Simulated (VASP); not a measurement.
**Ru: single point with PBE**

Crystal: Ru.

```xyz
1
Lattice="-1.5161 1.5161 1.5161 1.5161 -1.5161 1.5161 1.5161 1.5161 -1.5161" Properties=species:S:1:pos:R:3 pbc="T T T"
Ru    0.0000    0.0000    0.0000
```

```
Program                : VASP 6.6.1
Task                   : single point
Functional             : PBE
Potentials or basis    : VASP PAW PBE potentials, release 64 (Ru_pv)
Cutoff                 : 500 eV
k mesh                 : 8 × 8 × 8
Occupations            : gaussian, width 0.1 eV
Spin                   : no spin polarisation
Dipole correction      : no
Further INCAR settings : ALGO = Normal; EDIFF = 1e-06; NBANDS = 13
```

```
Pressure               : 5.7 GPa
Band gap on the k mesh : zero (band 7 reaches 14.34 eV, above the bottom of band 8 at 11.22 eV)
```

Levels at points of the mesh, in eV from the Fermi level:
```csv
k point,band 5,band 6,band 7,band 8,band 9,band 10
"(0.00, 0.00, 0.00)",-2.86,-2.86,-2.86,-0.14,-0.14,10.49
"(0.50, 0.00, 0.00)",-4.62,-0.16,0.32,1.14,2.38,10.20
"(0.50, 0.50, 0.50)",-6.32,1.77,1.77,1.77,9.29,9.29
```

It took 8 s on 1 thread of Intel Xeon 8259CL, with other jobs on the host, peak memory 0.12 GiB.

Caveat: the k points lie up to 0.37 Å⁻¹ apart.
